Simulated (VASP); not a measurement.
# Fe (P6_3/mmc) in VASP: relaxation of cell and atoms with revPBE+D4

Aim: the relaxation of cell and atoms of Fe with revPBE+D4.

Program: VASP 6.6.1. These are calculated values, not measurements. Logs are shortened: lines on timing, memory, paths and dates and some standing lists are left out, and cuts for length are marked.

## 1. The cell of the first run

It takes space group P6_3/mmc (No. 194, hexagonal). The conventional cell has a = 2.434 Å, b = 2.434 Å, c = 3.842 Å, α = 90.00°, β = 90.00°, γ = 120.00°. Fe (site symmetry -6m2) has 12 Fe at 2.38 to 2.43 Å within 3.1 Å.

This isn't the form of Fe at room conditions, which is bcc.

## 2. Relaxation of cell and atoms, revPBE+D4, collinear spin, ferromagnetic start

Input file INCAR:

```
SYSTEM = Fe
PREC = Accurate
ENCUT = 600
EDIFF = 1E-6
ISMEAR = -1
SIGMA = 0.05
LREAL = .False.
LASPH = .True.
NELM = 150
ALGO = Fast
ISIF = 3
LWAVE = .False.
LCHARG = .False.
ISPIN = 2
MAGMOM = 3 3
LORBIT = 11
LMAXMIX = 4
GGA = RE
IVDW = 13
IBRION = 2
NSW = 60
EDIFFG = -0.01
```

Input file KPOINTS:

```
regular mesh
0
Gamma
  12 12 7
  0 0 0
```

Input file POSCAR:

```
Fe
1.0
    2.4341575853      0.0000000000      0.0000000000
   -1.2170787927      2.1080423057      0.0000000000
    0.0000000000      0.0000000000      3.8419344700
Fe
2
Direct
    0.6666666667      0.3333333333      0.7500000000
    0.3333333333      0.6666666667      0.2500000000
```

Potentials or basis: VASP PAW PBE potentials, release 64 (Fe).

Command:

```sh
cat potpaw_PBE.64/Fe/POTCAR > POTCAR
mpirun -np 1 vasp_std > vasp.out
```

OUTCAR:

```text
SYSTEM = Fe
   PREC = Accurate
   ENCUT = 600
   EDIFF = 1E-6
   ISMEAR = -1
   LREAL = .False.
   LASPH = .True.
   NELM = 150
   ISIF = 3
   ISPIN = 2
   LORBIT = 11
   GGA = RE
   IVDW = 13
   IBRION = 2
   NSW = 60
   EDIFFG = -0.01

 ion  position               nearest neighbor table
   1  0.667  0.333  0.750-   2 2.38   2 2.38   2 2.38   2 2.38   2 2.38   2 2.38
   2  0.333  0.667  0.250-   1 2.38   1 2.38   1 2.38   1 2.38   1 2.38   1 2.38

  LATTYP: Found a hexagonal cell.
 ALAT       =     2.4341575853
 C/A-ratio  =     1.5783425417

  Lattice vectors:

 A1 = (   2.4341575853,   0.0000000000,   0.0000000000)
 A2 = (  -1.2170787927,   2.1080423057,   0.0000000000)
 A3 = (   0.0000000000,   0.0000000000,   3.8419344700)

Analysis of symmetry for initial positions (statically):
=====================================================================
 Subroutine PRICEL returns:
 Original cell was already a primitive cell.

 Routine SETGRP: Setting up the symmetry group for a
 hexagonal supercell.

 Subroutine GETGRP returns: Found 24 space group operations
 (whereof 12 operations were pure point group operations)
 out of a pool of 24 trial point group operations.

The static configuration has the point symmetry D_3d.
 The point group associated with its full space group is D_6h.

Analysis of symmetry for dynamics (positions and initial velocities):
=====================================================================
 Subroutine PRICEL returns:
 Original cell was already a primitive cell.

 Routine SETGRP: Setting up the symmetry group for a
 hexagonal supercell.

 Subroutine GETGRP returns: Found 24 space group operations
 (whereof 12 operations were pure point group operations)
 out of a pool of 24 trial point group operations.

The dynamic configuration has the point symmetry D_3d.
 The point group associated with its full space group is D_6h.

Analysis of structural, dynamic, and magnetic symmetry:
=====================================================================
 Subroutine PRICEL returns:
 Original cell was already a primitive cell.

 Routine SETGRP: Setting up the symmetry group for a
 hexagonal supercell.

 Subroutine GETGRP returns: Found 24 space group operations
 (whereof 12 operations were pure point group operations)
 out of a pool of 24 trial point group operations.

The overall configuration has the point symmetry D_3d.
 The point group associated with its full space group is D_6h.

 Subroutine INISYM returns: Found 24 space group operations
 (whereof 12 operations are pure point group operations),
 and found     1 'primitive' translations

----------------------------------------------------------------------------------------

                                     Primitive cell

  volume of cell :      19.7141

  direct lattice vectors                    reciprocal lattice vectors
     2.434157585  0.000000000  0.000000000     0.410819746  0.237186891  0.000000000
    -1.217078793  2.108042306  0.000000000     0.000000000  0.474373781  0.000000000
     0.000000000  0.000000000  3.841934470     0.000000000  0.000000000  0.260285543

  length of vectors
     2.434157585  2.434157585  3.841934470     0.474373781  0.474373781  0.260285543

  position of ions in fractional coordinates (direct lattice)
     0.666666667  0.333333333  0.750000000
     0.333333333  0.666666667  0.250000000

  ion indices of the primitive-cell ions
   primitive index   ion index
                 1           1
                 2           2

----------------------------------------------------------------------------------------

 KPOINTS: regular mesh

Automatic generation of k-mesh.
 Grid dimensions read from file:
 generate k-points for:   12   12    7

 Generating k-lattice:

  Cartesian coordinates                     Fractional coordinates (reciprocal lattice)
     0.034234979  0.019765574  0.000000000     0.083333333 -0.000000000  0.000000000
     0.000000000  0.039531148  0.000000000     0.000000000  0.083333333  0.000000000
     0.000000000  0.000000000  0.037183649     0.000000000  0.000000000  0.142857143

  Length of vectors
     0.039531148  0.039531148  0.037183649

  Shift w.r.t. Gamma in fractional coordinates (k-lattice)
     0.000000000  0.000000000  0.000000000

 Subroutine IBZKPT returns following result:
 ===========================================

 Found     76 irreducible k-points:

 Following reciprocal coordinates:
            Coordinates               Weight
  0.000000  0.000000  0.000000      1.000000
  0.083333  0.000000  0.000000      6.000000
  0.166667  0.000000  0.000000      6.000000
  0.250000  0.000000  0.000000      6.000000
  0.333333  0.000000  0.000000      6.000000
  0.416667  0.000000  0.000000      6.000000
[... 16 lines left out ...]
  0.250000  0.000000  0.142857     12.000000
  0.333333  0.000000  0.142857     12.000000
 [... further k-points ...]
   k-points           NKPTS =     76   k-points in BZ     NKDIM =     76   number of bands    NBANDS=     15
   number of dos      NEDOS =    301   number of ions     NIONS =      2
   total plane-waves  NPLWV =  12800
   dimension x,y,z NGX =    20 NGY =   20 NGZ =   32
   dimension x,y,z NGXF=    40 NGYF=   40 NGZF=   64
   ions per type =               2
   NGX,Y,Z   is equivalent  to a cutoff of  13.66, 13.66, 13.85 a.u.
   NGXF,Y,Z  is equivalent  to a cutoff of  27.32, 27.32, 27.69 a.u.
 SYSTEM =  Fe
   PREC   = accura    normal or accurate (medium, high low for compatibility)
   ISTART =      0    job   : 0-new  1-cont  2-samecut
   ICHARG =      2    charge: 1-file 2-atom 10-const
   ISPIN  =      2    spin polarized calculation?
   LNONCOLLINEAR =      F non collinear calculations
   LSORBIT =      F    spin-orbit coupling
   LASPH  =      T    aspherical Exc in radial PAW
   ENCUT  =  600.0 eV  44.10 Ry    6.64 a.u.   4.86  4.86  7.67*2*pi/ulx,y,z
   NELM   =    150;   NELMIN=  2; NELMDL= -5     # of ELM steps
   EDIFF  = 0.1E-05   stopping-criterion for ELM
   LREAL  =      F    real-space projection
   EDIFFG = -.1E-01   stopping-criterion for IOM
   NSW    =     60    number of steps for IOM
   IBRION =      2    ionic relax: 0-MD 1-quasi-New 2-CG
   NFREE  =      1    steps in history (QN), initial steepest desc. (CG)
   ISIF   =      3    stress and relaxation
   ISYM   =      2    0-nonsym 1-usesym 2-fastsym
   POTIM  = 0.5000    time-step for ionic-motion
   TEBEG  =    0.0;   TEEND  =   0.0 temperature during run
   PSTRESS=    0.0 pullay stress
   NELECT =      16.0000    total number of electrons
   NUPDOWN=      -1.0000    fix difference up-down
   EMIN   =  10.00;   EMAX   =-10.00  energy-range for DOS
   EFERMI =   0.00;   METHOD = LEGACY
   ISMEAR =    -1;   SIGMA  =   0.05  broadening in eV -4-tet -1-fermi 0-gaus
   EFERMI_NEDOS =   21; number of points for ismear=-14 and -15
   IALGO  =     68    algorithm
   IMIX   =      4    mixing-type and parameters
     AMIX     =   0.40;   BMIX     =  1.00
     AMIX_MAG =   1.60;   BMIX_MAG =  1.00
  volume/ion in A,a.u.               =       9.86        66.52
  Fermi-wavevector in a.u.,A,eV,Ry     =   1.527058  2.885721 31.727505  2.331906
  Thomas-Fermi vector in A             =   2.635006
   LORBIT       =     11    0 simple, 1 ext, 2 COOP (PROOUT), +10 PAW based schemes
   GGA     = RE    functional components
   LHFCALC =     F    Hartree Fock is set to
   AEXX    =    0.0000 exact exchange contribution
   IVDW    =    13    specifies the selected vdW correction
   LEPSILON=     F    determine dielectric tensor
   LRPA    =     F    only Hartree local field effects (RPA)
 conjugate gradient relaxation of ions
 spin polarized calculation
 RMM-DIIS sequential band-by-band and
  energy-cutoff  :      600.00
  volume of cell :       19.71
 maximum number of plane-waves:       687
 NGX is ok and might be reduce to    20
   NGX =  9   NGY =  9   NGZ = 15

--------------------------------------- Ionic step        1  -------------------------------------------

 number of electron      15.9999994 magnetization       0.0028288

 number of electron      15.9999994 magnetization      -0.0001604

 Free energy of the ion-electron system (eV)
  ---------------------------------------------------
  ext. energy  EPLUGINS =         0.00000000
  ---------------------------------------------------
  free energy    TOTEN  =       -15.38988905 eV

  energy without entropy =      -15.37040335  energy(sigma->0) =      -15.38014620

------------------------ aborting loop because EDIFF is reached ----------------------------------------

  DFT-D4 for vdW energy calculation

  Edisp (eV):   -1.35206

  FORCE on cell =-STRESS in cart. coord.  units (eV):
  Direction    XX          YY          ZZ          XY          YZ          ZX
  --------------------------------------------------------------------------------------
  -------------------------------------------------------------------------------------
  Total       0.36745     0.36745     0.63464    -0.00000    -0.00000     0.00000
  in kB      29.86257    29.86257    51.57743    -0.00000    -0.00000     0.00000
  external pressure =       37.10 kB  Pullay stress =        0.00 kB
[... 233 lines left out ...]
--------------------------------------- Ionic step        7  -------------------------------------------

 number of electron      15.9999993 magnetization       0.0000001

 number of electron      15.9999993 magnetization      -0.0000001

 Free energy of the ion-electron system (eV)
  ---------------------------------------------------
  ext. energy  EPLUGINS =         0.00000000
  ---------------------------------------------------
  free energy    TOTEN  =       -15.40827537 eV

  energy without entropy =      -15.38854539  energy(sigma->0) =      -15.39841038

 E-fermi :   7.2641     XC(G=0): -13.8589

 val. band max:        7.2589724228   @ k =   0.3333   0.2500   0.2857
 cond. band min:       7.2930348855   @ k =   0.4167   0.0833   0.4286
 fundamental gap:      0.0340624628
 Fermi energy:         7.2640624234

 spin component 1

 k-point     1 :       0.0000    0.0000    0.0000
  band No.  band energies     occupation
      1      -1.7996      1.00000
      2       2.1871      1.00000
      3       5.5446      1.00000
      4       5.5446      1.00000
      5       5.6609      1.00000
      6       6.0209      1.00000
      7       6.0209      1.00000
      8       6.3877      1.00000
      9       6.3877      1.00000
     10       7.7460      0.00007
     11       7.9737      0.00000
     12       7.9737      0.00000
     13      16.2036      0.00000
     14      29.3060      0.00000
     15      33.0343      0.00000
[... 397 lines left out ...]
 k-point    24 :       0.3333    0.0000    0.1429
  band No.  band energies     occupation
      1       1.6121      1.00000
      2       3.0880      1.00000
      3       3.5520      1.00000
      4       4.4924      1.00000
      5       5.5778      1.00000
      6       5.6094      1.00000
      7       6.1674      1.00000
      8       7.4339      0.03237
      9       7.5242      0.00547
     10       7.6184      0.00084
     11       8.2300      0.00000
     12      13.2495      0.00000
     13      17.8245      0.00000
     14      19.6129      0.00000
     15      24.4930      0.00000

 [... further k-points ...]

 spin component 2

 k-point     1 :       0.0000    0.0000    0.0000
  band No.  band energies     occupation
      1      -1.7996      1.00000
      2       2.1871      1.00000
      3       5.5446      1.00000
      4       5.5446      1.00000
      5       5.6609      1.00000
      6       6.0209      1.00000
      7       6.0209      1.00000
      8       6.3877      1.00000
      9       6.3877      1.00000
     10       7.7460      0.00007
     11       7.9737      0.00000
     12       7.9737      0.00000
     13      16.2036      0.00000
     14      29.3060      0.00000
     15      33.0343      0.00000
[... 397 lines left out ...]
 k-point    24 :       0.3333    0.0000    0.1429
  band No.  band energies     occupation
      1       1.6121      1.00000
      2       3.0880      1.00000
      3       3.5520      1.00000
      4       4.4924      1.00000
      5       5.5778      1.00000
      6       5.6094      1.00000
      7       6.1674      1.00000
      8       7.4339      0.03237
      9       7.5242      0.00547
     10       7.6184      0.00084
     11       8.2300      0.00000
     12      13.2495      0.00000
     13      17.8245      0.00000
     14      19.6129      0.00000
     15      24.4930      0.00000

 [... further k-points ...]

------------------------ aborting loop because EDIFF is reached ----------------------------------------

  DFT-D4 for vdW energy calculation

  Edisp (eV):   -1.33656

  FORCE on cell =-STRESS in cart. coord.  units (eV):
  Direction    XX          YY          ZZ          XY          YZ          ZX
  --------------------------------------------------------------------------------------
  -------------------------------------------------------------------------------------
  Total      -0.00355    -0.00355    -0.01144     0.00000    -0.00000    -0.00000
  in kB      -0.28538    -0.28538    -0.91846     0.00000    -0.00000    -0.00000
  external pressure =       -0.50 kB  Pullay stress =        0.00 kB
[... 17 lines left out ...]
  FREE ENERGIE OF THE ION-ELECTRON SYSTEM (eV)
  ---------------------------------------------------
  free  energy   TOTEN  =       -16.7448319139 eV

  energy  without entropy=      -16.7251019320  energy(sigma->0) =      -16.73496692

 reached required accuracy - stopping structural energy minimisation

 total charge

# of ion       s       p       d       tot
------------------------------------------
    1        0.546   0.658   6.359   7.564
    2        0.546   0.658   6.359   7.564
--------------------------------------------------
tot          1.093   1.316  12.719  15.128

 magnetization (x)

# of ion       s       p       d       tot
------------------------------------------
    1       -0.000   0.000   0.000  -0.000
    2       -0.000   0.000   0.000  -0.000
--------------------------------------------------
tot         -0.000   0.000   0.000  -0.000
```

Wall time 2.4 min (1 thread of AMD EPYC 7R43 (Zen 3), shared host); peak memory 0.14 GiB.

What came out:

```yaml
Free_energy: -16.7448 eV
Relaxed_volume: 9.97 Å³/atom
Relaxed_cell: a = 2.440 Å, b = 2.440 Å, c = 3.868 Å, α = 90.00°, β = 90.00°, γ = 120.00°
Space_group_after_relaxing_to_0.1_Å: P6_3/mmc (No. 194)
Energy_gained_by_relaxing: 1.4 meV/atom
Ionic_steps: 7
Pressure_after_relaxing: 0.0 GPa
Band_gap_on_the_k_mesh: zero (filled and empty bands overlap)
Net_moment: 0.00 μB per cell
Valence_electrons_inside_the_program's_atomic_spheres: Fe 7.56
Dispersion_energy_per_atom: -0.668 eV
```

The path:
| step | energy change (eV) | largest force (eV/Å) | pressure (GPa) | volume (Å³) |
| --- | --- | --- | --- | --- |
| 1 | 0.0000 | 0.0000 | 3.71 | 19.71 |
| 2 | 0.0057 | 0.0000 | -6.19 | 20.37 |
| 3 | -0.0028 | 0.0000 | -0.02 | 19.95 |
| 4 | -0.0028 | 0.0000 | -0.21 | 19.96 |
| 5 | -0.0029 | 0.0000 | -0.23 | 19.95 |
| 6 | -0.0029 | 0.0000 | -0.16 | 19.95 |
| 7 | -0.0029 | 0.0000 | -0.05 | 19.95 |

Final structure:
```
CELL_PARAMETERS angstrom
2.44034 0.00000 0.00000
-1.22017 2.11340 0.00000
0.00000 0.00000 3.86810
ATOMIC_POSITIONS crystal
Fe 0.66667 0.33333 0.75000
Fe 0.33333 0.66667 0.25000
```

Levels at points of the mesh, in eV from the Fermi level:
Spin up:
| k point | band 5 | band 6 | band 7 | band 8 | band 9 | band 10 | band 11 | band 12 |
| --- | --- | --- | --- | --- | --- | --- | --- | --- |
| (0.00, 0.00, 0.00) | -1.60 | -1.24 | -1.24 | -0.88 | -0.88 | 0.48 | 0.71 | 0.71 |
| (0.50, 0.00, 0.00) | -2.02 | -1.60 | -1.12 | 0.83 | 1.06 | 1.08 | 2.73 | 4.94 |
Spin down:
```
           k point  band 4  band 5  band 6  band 7  band 8  band 9  band 10  band 11  band 12  band 13
(0.00, 0.00, 0.00)   -1.72   -1.60   -1.24   -1.24   -0.88   -0.88     0.48     0.71     0.71     8.94
(0.50, 0.00, 0.00)   -2.11   -2.02   -1.60   -1.12    0.83    1.06     1.08     2.73     4.94    11.43
```

Caveat: the PAW data sets were made with another functional, which shifts forces and pressure a little.
